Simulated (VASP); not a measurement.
# Al6GeH2N6 in VASP: notebook

Al6GeH2N6 is run at these levels: PBEsol; tasks: single point.

The COD entry that gives the cell may itself be a prediction, so a difference from it is no test against experiment.

All numbers are computed with VASP 6.6.1; they aren't measurements. Logs are shortened: lines on timing, memory, paths and dates and some standing lists are left out, and cuts for length are marked.

### Step 1. The cell of the first run

The cell holds a slab with vacuum, 15 atoms: a = 5.446 Å, b = 5.945 Å, c = 16.324 Å, α = 90.00°, β = 90.00°, γ = 117.26°.

### Step 2. Single point, PBEsol

The input, INCAR:

```
SYSTEM = Al6GeH2N6
  PREC = Accurate
  ENCUT = 520
  EDIFF = 1E-7
  ISMEAR = 0
  SIGMA = 0.05
  LREAL = Auto
  LASPH = .True.
  NELM = 60
  ALGO = Normal
  ISIF = 2
  LWAVE = .False.
  LCHARG = .True.
  GGA = PS
  LELF = .True.
  LVHAR = .True.
  NBANDS = 45
```

The input, KPOINTS:

```
regular mesh
0
Gamma
  2 2 1
  0 0 0
```

The input, POSCAR:

```
Al6GeH2N6
1.0
    5.4455680000      0.0000000000      0.0000000000
   -2.7227840000      5.2851960000      0.0000000000
    0.0000000000      0.0000000000     16.3239630000
Al N Ge H
6 6 1 2
Direct
    0.6666667279      0.0000000000      0.0612596341
    0.2022331268      0.5240221933      0.1011656299
    0.2643210558      0.0571581451      0.1329635457
    0.7067446815      0.5916147670      0.1742138842
    0.8061387089      0.1579597048      0.2261999736
    0.2603201341      0.6778925512      0.2717778152
    0.5636824622      0.6657855262      0.0809984683
    1.0028073169      0.1820197397      0.1216014763
    0.0963083181      0.7116765395      0.1703480337
    0.5438576076      0.2529067985      0.2006752282
    0.6513070567      0.8063797445      0.2601094477
    0.0549777099      0.3402010067      0.3091770669
    0.9286056901      0.8480835905      0.3381684950
    0.9636060072      0.3410263309      0.3641983874
    0.7563913525      0.7669424180      0.4207987362
```

Potentials or basis: VASP PAW PBE potentials, release 64 (Al, N, Ge_d, H).

Run with:

```console
$ cat potpaw_PBE.64/Al/POTCAR potpaw_PBE.64/N/POTCAR potpaw_PBE.64/Ge_d/POTCAR potpaw_PBE.64/H/POTCAR > POTCAR
$ mpirun -np 1 vasp_std > vasp.out
```

OUTCAR:

```text
SYSTEM = Al6GeH2N6
   PREC = Accurate
   ENCUT = 520
   EDIFF = 1E-7
   ISMEAR = 0
   LREAL = Auto
   LASPH = .True.
   NELM = 60
   ISIF = 2
   GGA = PS

 ion  position               nearest neighbor table
   1  0.667  0.000  0.061-   7 1.83   8 1.92   3 2.64   5 2.84   2 2.88   4 3.13   2 3.21   3 3.33

   2  0.202  0.524  0.101-   7 1.78   8 1.84   9 1.86   4 2.85   1 2.88   6 2.90   3 2.99   5 3.04
                             3 3.07   4 3.14   1 3.21
   3  0.264  0.057  0.133-  10 1.81   8 1.89   9 1.93   1 2.64   2 2.99   4 3.06   2 3.07   4 3.10
                             5 3.12   6 3.19   5 3.20   1 3.33
   4  0.707  0.592  0.174-  10 1.84   7 1.85   9 1.90  11 2.01   2 2.85   5 2.99  13 3.04   3 3.06
                             3 3.10   1 3.13   6 3.14   2 3.14   6 3.24   5 3.27
   5  0.806  0.158  0.226-  10 1.81  12 1.87  11 1.94   8 1.99   1 2.84  13 2.88   4 2.99   6 3.04
                             2 3.04   3 3.12   6 3.12   3 3.20   4 3.27
   6  0.260  0.678  0.272-  12 1.90  11 1.91   9 1.93  13 2.67   2 2.90   5 3.04   5 3.12   4 3.14
                             3 3.19   4 3.24
   7  0.564  0.666  0.081-   2 1.78   1 1.83   4 1.85
   8  0.003  0.182  0.122-   2 1.84   3 1.89   1 1.92   5 1.99
   9  0.096  0.712  0.170-   2 1.86   4 1.90   3 1.93   6 1.93
  10  0.544  0.253  0.201-   5 1.81   3 1.81   4 1.84
  11  0.651  0.806  0.260-  13 1.90   6 1.91   5 1.94   4 2.01
  12  0.055  0.340  0.309-  14 1.03   5 1.87   6 1.90
  13  0.929  0.848  0.338-  15 1.59  11 1.90   6 2.67   5 2.88   4 3.04
  14  0.964  0.341  0.364-  12 1.03
  15  0.756  0.767  0.421-  13 1.59

  LATTYP: Found a base centered orthorhombic cell.
 ALAT       =     5.4455680000
 B/A-ratio  =     1.9410999918
 C/A-ratio  =     2.9976602992

  Lattice vectors:

 A1 = (   2.7227840000,  -5.2851960000,   0.0000000000)
 A2 = (   2.7227840000,   5.2851960000,   0.0000000000)
 A3 = (   0.0000000000,   0.0000000000,  16.3239630000)

Analysis of symmetry for initial positions (statically):
=====================================================================
 Subroutine PRICEL returns:
 Original cell was already a primitive cell.

 Routine SETGRP: Setting up the symmetry group for a
 base centered orthorhombic supercell.

 Subroutine GETGRP returns: Found  1 space group operations
 (whereof  1 operations were pure point group operations)
 out of a pool of  8 trial point group operations.

The static configuration has the point symmetry C_1 .

Analysis of symmetry for dynamics (positions and initial velocities):
=====================================================================
 Subroutine PRICEL returns:
 Original cell was already a primitive cell.

 Routine SETGRP: Setting up the symmetry group for a
 base centered orthorhombic supercell.

 Subroutine GETGRP returns: Found  1 space group operations
 (whereof  1 operations were pure point group operations)
 out of a pool of  8 trial point group operations.

The dynamic configuration has the point symmetry C_1 .

 Subroutine INISYM returns: Found  1 space group operations
 (whereof  1 operations are pure point group operations),
 and found     1 'primitive' translations

----------------------------------------------------------------------------------------

                                     Primitive cell

  volume of cell :     469.8183

  direct lattice vectors                    reciprocal lattice vectors
     5.445568000  0.000000000  0.000000000     0.183635573  0.094603871  0.000000000
    -2.722784000  5.285196000  0.000000000     0.000000000  0.189207742  0.000000000
     0.000000000  0.000000000 16.323963000     0.000000000  0.000000000  0.061259634

  length of vectors
     5.445568000  5.945321646 16.323963000     0.206571818  0.189207742  0.061259634

  position of ions in fractional coordinates (direct lattice)
     0.666666728  0.000000000  0.061259634
     0.202233127  0.524022193  0.101165630
     0.264321056  0.057158145  0.132963546
     0.706744681  0.591614767  0.174213884
     0.806138709  0.157959705  0.226199974
     0.260320134  0.677892551  0.271777815
     0.563682462  0.665785526  0.080998468
     0.002807317  0.182019740  0.121601476
     0.096308318  0.711676539  0.170348034
[... 35 lines left out ...]
  Cartesian coordinates                     Fractional coordinates (reciprocal lattice)
     0.091817787  0.047301935  0.000000000     0.500000000 -0.000000000  0.000000000
     0.000000000  0.094603871  0.000000000     0.000000000  0.500000000  0.000000000
     0.000000000  0.000000000  0.061259634     0.000000000  0.000000000  1.000000000

  Length of vectors
     0.103285909  0.094603871  0.061259634

  Shift w.r.t. Gamma in fractional coordinates (k-lattice)
     0.000000000  0.000000000  0.000000000

 Subroutine IBZKPT returns following result:
 ===========================================

 Found      4 irreducible k-points:

 Following reciprocal coordinates:
            Coordinates               Weight
  0.000000  0.000000  0.000000      1.000000
  0.500000 -0.000000  0.000000      1.000000
  0.500000  0.500000  0.000000      1.000000
  0.000000  0.500000  0.000000      1.000000
   k-points           NKPTS =      4   k-points in BZ     NKDIM =      4   number of bands    NBANDS=     45
   number of dos      NEDOS =    301   number of ions     NIONS =     15
   total plane-waves  NPLWV = 254016
   dimension x,y,z NGX =    42 NGY =   48 NGZ =  126
   dimension x,y,z NGXF=    84 NGYF=   96 NGZF=  252
   ions per type =               6   6   1   2
   NGX,Y,Z   is equivalent  to a cutoff of  12.82, 13.42, 12.83 a.u.
   NGXF,Y,Z  is equivalent  to a cutoff of  25.64, 26.84, 25.66 a.u.
 SYSTEM =  Al6GeH2N6
   PREC   = accura    normal or accurate (medium, high low for compatibility)
   ISTART =      0    job   : 0-new  1-cont  2-samecut
   ICHARG =      2    charge: 1-file 2-atom 10-const
   ISPIN  =      1    spin polarized calculation?
   LNONCOLLINEAR =      F non collinear calculations
   LSORBIT =      F    spin-orbit coupling
   LASPH  =      T    aspherical Exc in radial PAW
   ENCUT  =  520.0 eV  38.22 Ry    6.18 a.u.  10.13 11.05 30.35*2*pi/ulx,y,z
   NELM   =     60;   NELMIN=  2; NELMDL= -5     # of ELM steps
   EDIFF  = 0.1E-06   stopping-criterion for ELM
   LREAL  =      T    real-space projection
   EDIFFG = 0.1E-05   stopping-criterion for IOM
   NSW    =      0    number of steps for IOM
   IBRION =     -1    ionic relax: 0-MD 1-quasi-New 2-CG
   NFREE  =      0    steps in history (QN), initial steepest desc. (CG)
   ISIF   =      2    stress and relaxation
   ISYM   =      2    0-nonsym 1-usesym 2-fastsym
   POTIM  = 0.5000    time-step for ionic-motion
   TEBEG  =    0.0;   TEEND  =   0.0 temperature during run
   PSTRESS=    0.0 pullay stress
   NELECT =      64.0000    total number of electrons
   NUPDOWN=      -1.0000    fix difference up-down
   EMIN   =  10.00;   EMAX   =-10.00  energy-range for DOS
   EFERMI =   0.00;   METHOD = LEGACY
   ISMEAR =     0;   SIGMA  =   0.05  broadening in eV -4-tet -1-fermi 0-gaus
   EFERMI_NEDOS =   21; number of points for ismear=-14 and -15
   IALGO  =     38    algorithm
   IMIX   =      4    mixing-type and parameters
     AMIX     =   0.40;   BMIX     =  1.00
     AMIX_MAG =   1.60;   BMIX_MAG =  1.00
  volume/ion in A,a.u.               =      31.32       211.37
  Fermi-wavevector in a.u.,A,eV,Ry     =   0.842348  1.591807  9.654015  0.709550
  Thomas-Fermi vector in A             =   1.957040
   LORBIT       =      0    0 simple, 1 ext, 2 COOP (PROOUT), +10 PAW based schemes
   GGA     = PS    functional components
   LHFCALC =     F    Hartree Fock is set to
   AEXX    =    0.0000 exact exchange contribution
   IVDW    =     0    specifies the selected vdW correction
   LEPSILON=     F    determine dielectric tensor
   LRPA    =     F    only Hartree local field effects (RPA)
 non-spin polarized calculation
 Gauss-broadening in eV      SIGMA  =   0.05
  energy-cutoff  :      520.00
  volume of cell :      469.82
 maximum number of plane-waves:     12686
 NGX is ok and might be reduce to    42
   NGX = 21   NGY = 23   NGZ = 61

 number of electron      64.0000005 magnetization

 Free energy of the ion-electron system (eV)
  ---------------------------------------------------
  ext. energy  EPLUGINS =         0.00000000
  ---------------------------------------------------
  free energy    TOTEN  =       -95.68976504 eV

  energy without entropy =      -95.68975694  energy(sigma->0) =      -95.68976099

 E-fermi :  -0.2934     XC(G=0):  -4.7590

 val. band max:       -0.4299968316   @ k =   0.0000   0.5000   0.0000
 cond. band min:      -0.1567861809   @ k =   0.0000   0.5000   0.0000
 fundamental gap:      0.2732106507
 Fermi energy:        -0.2933747803

 k-point     1 :       0.0000    0.0000    0.0000
  band No.  band energies     occupation
      1     -25.6020      2.00000
      2     -25.5499      2.00000
      3     -25.4751      2.00000
      4     -25.4069      2.00000
      5     -25.3292      2.00000
      6     -16.7877      2.00000
[... 177 lines left out ...]
     43       4.8063      0.00000
     44       5.0108      0.00000
 [bands above 44 left out]

------------------------ aborting loop because EDIFF is reached ----------------------------------------

  FORCE on cell =-STRESS in cart. coord.  units (eV):
  Direction    XX          YY          ZZ          XY          YZ          ZX
  --------------------------------------------------------------------------------------
  -------------------------------------------------------------------------------------
  Total       -2.7235027     -5.0152867      0.4371372      1.3124475      1.8673957     -0.4322974
  in kB       -9.2877070    -17.1031639      1.4907282      4.4757171      6.3682052     -1.4742235
  external PRESSURE =      -8.3000476 kB  Pullay stress =       0.0000000 kB

 VOLUME and BASIS-vectors are now :
 -----------------------------------------------------------------------------
  energy-cutoff  :      520.00
  volume of cell :      469.82
      direct lattice vectors                 reciprocal lattice vectors
     5.445568000  0.000000000  0.000000000     0.183635573  0.094603871  0.000000000
    -2.722784000  5.285196000  0.000000000     0.000000000  0.189207742  0.000000000
     0.000000000  0.000000000 16.323963000     0.000000000  0.000000000  0.061259634

 POSITION                                       TOTAL-FORCE (eV/Angst)
 -----------------------------------------------------------------------------------
      3.63038      0.00000      1.00000         0.056663     -0.236764     -0.158872
     -0.32552      2.76956      1.65142        -0.004640     -0.016786      0.018647
      1.28375      0.30209      2.17049        -0.011277     -0.021145      0.025855
      2.23779      3.12680      2.84386         0.006333      0.013214      0.016691
      3.95979      0.83485      3.69248        -0.007682     -0.022868     -0.024171
     -0.42816      3.58280      4.43649         0.000760     -0.066261      0.041088
      1.25678      3.51881      1.32222         0.022970     -0.002589     -0.012422
     -0.48031      0.96201      1.98502         0.001817     -0.016600      0.001620
     -1.41329      3.76135      2.78075         0.002761     -0.012469      0.021908
      2.27300      1.33666      3.27582        -0.004351      0.028363      0.013187
      1.35114      4.26188      4.24602        -0.001642     -0.000021     -0.001364
     -0.62691      1.79803      5.04700         0.109747     -0.146903      0.010636
      2.74764      4.48229      5.52025        -0.015530      0.181965     -0.024090
      4.31884      1.80239      5.94516        -0.143703     -0.045706      0.020752
      2.03076      4.05344      6.86910        -0.012226      0.364570      0.050535
 -----------------------------------------------------------------------------------
    total drift:                               -0.006768     -0.000504      0.001954

  FREE ENERGIE OF THE ION-ELECTRON SYSTEM (eV)
  ---------------------------------------------------
  free  energy   TOTEN  =       -95.6897650392 eV

  energy  without entropy=      -95.6897569354  energy(sigma->0) =      -95.68976099
```

Wall time 2.6 min (1 thread of Intel Xeon 6975P-C (Granite Rapids), shared host); peak memory 0.56 GiB.

What came out:

```
Free energy            : -95.6898 eV
Largest force          : 0.368 eV/Å
Band gap on the k mesh : 0.27 eV, direct
```

Forces in eV/Å, atoms in the order of the input:
```
Al   0.057 -0.237 -0.159
Al  -0.005 -0.017  0.019
Al  -0.011 -0.021  0.026
Al   0.006  0.013  0.017
Al  -0.008 -0.023 -0.024
Al   0.001 -0.066  0.041
N    0.023 -0.003 -0.012
N    0.002 -0.017  0.002
N    0.003 -0.012  0.022
N   -0.004  0.028  0.013
N   -0.002  0.000 -0.001
N    0.110 -0.147  0.011
Ge  -0.016  0.182 -0.024
H   -0.144 -0.046  0.021
H   -0.012  0.365  0.051
```

Caveat: the k points lie up to 0.65 Å⁻¹ apart; the PAW data sets were made with another functional, which shifts forces and pressure a little.

### Step 3. Single point, PBEsol

The input, INCAR:

```
SYSTEM = Al6GeH2N6
PREC = Accurate
ENCUT = 520
EDIFF = 1E-6
ISMEAR = 0
SIGMA = 0.05
LREAL = Auto
LASPH = .True.
NELM = 100
ALGO = Normal
ISIF = 2
LWAVE = .False.
LCHARG = .False.
GGA = PS
NBANDS = 45
```

The input, KPOINTS:

```
Automatic mesh
0
Gamma
  2 2 1
  0 0 0
```

The input, POSCAR:

```
Al6GeH2N6
1.0
    5.4455680000      0.0000000000      0.0000000000
   -2.7227840000      5.2851960000      0.0000000000
    0.0000000000      0.0000000000     16.3239630000
Al N Ge H
6 6 1 2
Direct
    0.6666665442      0.0000000000      0.0612596341
    0.2094010355      0.5378754165      0.1083323945
    0.2724268852      0.0729507477      0.1369645962
    0.7159486947      0.6163707079      0.1843586634
    0.8014179038      0.1745278699      0.2243956324
    0.2767771461      0.7060493121      0.2794934049
    0.5710365390      0.6742985501      0.0881140199
    1.0026213609      0.1933230102      0.1226390307
    0.1051444241      0.7267429628      0.1782759493
    0.5398282110      0.2758864572      0.2080949338
    0.6692280279      0.8373435914      0.2678131530
    0.0601954563      0.3457268188      0.3116276360
    0.9987773041      0.9725915557      0.3416377506
    0.9343764478      0.3528170005      0.3580692997
    0.8730717684      0.9803854010      0.4278980539
```

Potentials or basis: VASP PAW PBE potentials, release 64 (Al, N, Ge_d, H).

Run with:

```console
$ cat potpaw_PBE.64/Al/POTCAR potpaw_PBE.64/N/POTCAR potpaw_PBE.64/Ge_d/POTCAR potpaw_PBE.64/H/POTCAR > POTCAR
$ mpirun -np 1 vasp_std > vasp.out
```

Wall time 2.8 min (1 thread of Intel Xeon 6975P-C (Granite Rapids), shared host); peak memory 0.56 GiB.

Results (log left out):

```yaml
Free_energy: -96.2172 eV
Largest_force: 0.042 eV/Å
Band_gap_on_the_k_mesh: 1.25 eV, indirect (least direct gap 1.25 eV)
```

Forces on the atoms (eV/Å):
```
Al   0.030  0.029  0.007
Al  -0.022  0.017  0.010
Al  -0.025  0.006 -0.009
Al   0.001  0.029  0.015
Al   0.022  0.020  0.010
Al  -0.004  0.006 -0.011
N    0.026 -0.023 -0.023
N   -0.008 -0.022 -0.017
N   -0.014 -0.009  0.004
N   -0.012 -0.014  0.011
N    0.019 -0.006  0.006
N   -0.009 -0.015 -0.028
Ge  -0.019 -0.006  0.025
H    0.007 -0.001  0.016
H    0.010 -0.010 -0.015
```

Levels at points of the mesh, in eV from the valence-band top:
```csv
k point,band 29,band 30,band 31,band 32,band 33,band 34,band 35,band 36
"(0.00, 0.00, 0.00)",-1.96,-1.61,-1.43,-0.12,2.03,2.39,2.70,3.23
"(0.50, 0.00, 0.00)",-1.89,-1.58,-1.54,0.00,1.77,2.56,2.79,3.11
"(0.50, 0.50, 0.00)",-1.74,-1.66,-1.08,-0.02,1.40,2.00,2.39,2.79
"(0.00, 0.50, 0.00)",-1.94,-1.63,-1.16,-0.01,1.25,1.97,2.48,2.89
```

Caveat: the k points lie up to 0.65 Å⁻¹ apart; the PAW data sets were made with another functional, which shifts forces and pressure a little.
